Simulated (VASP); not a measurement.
Wanted: the native input for a VASP 6.6.1 run.

```yaml
Task: single point
Functional: PBE
Potentials_or_basis: VASP PAW PBE potentials, release 64 (Nb_sv, Ru_pv, C)
Cutoff: 520 eV
k_mesh: 6 × 6 × 6
Occupations: gaussian, width 0.1 eV
Spin: no spin polarisation
Dipole_correction: no
Further_INCAR_settings: ALGO = Normal; EDIFF = 1e-06; NBANDS = 38
```

The structure of NbRu3C lies in POSCAR:

```
NbRu3C
1.0
    5.3901214758      0.0000000000      0.0000000000
   -2.6950607379      4.6679821275      0.0000000000
    0.0000000000      0.0000000000      2.7869645777
Nb Ru C
1 3 1
Direct
    0.6666666667      0.3333333333      0.5000000000
    0.1645706245      0.8354293755      0.5000000000
    0.1645706245      0.3291412490      0.5000000000
    0.6708587510      0.8354293755      0.5000000000
    0.3333333333      0.6666666667      0.0000000000
```

The cell was built from a structure type or drawn by symmetry, and may not be a known phase.

The input as run:

INCAR

```
SYSTEM = NbRu3C
ALGO = Normal ; EDIFF = 1E-6
ENCUT = 520 ; GGA = PE
ISIF = 2 ; ISMEAR = 0
LASPH = .TRUE. ; LCHARG = .FALSE.
LREAL = .FALSE. ; LWAVE = .FALSE.
NBANDS = 38 ; NELM = 100
PREC = Accurate ; SIGMA = 0.1
```

KPOINTS

```
k-points
0
G
  6 6 6
  0 0 0
```

Potentials or basis: VASP PAW PBE potentials, release 64 (Nb_sv, Ru_pv, C).

Run with:

```console
$ cat potpaw_PBE.64/Nb_sv/POTCAR potpaw_PBE.64/Ru_pv/POTCAR potpaw_PBE.64/C/POTCAR > POTCAR
$ mpirun -np 1 vasp_std > vasp.out
```

Results of the run:

```
Pressure               : -0.2 GPa
Largest force          : 0.023 eV/Å
Band gap on the k mesh : zero (an odd number of electrons rules out a gap without spin polarisation)
```

Caveat: the k points lie up to 0.38 Å⁻¹ apart, too coarse for converged energies and pressures of a metal.

It took 31 s on 1 thread of Intel(R) Xeon(R) 6975P-C (Granite Rapids) (shared host), peak memory 0.22 GiB.
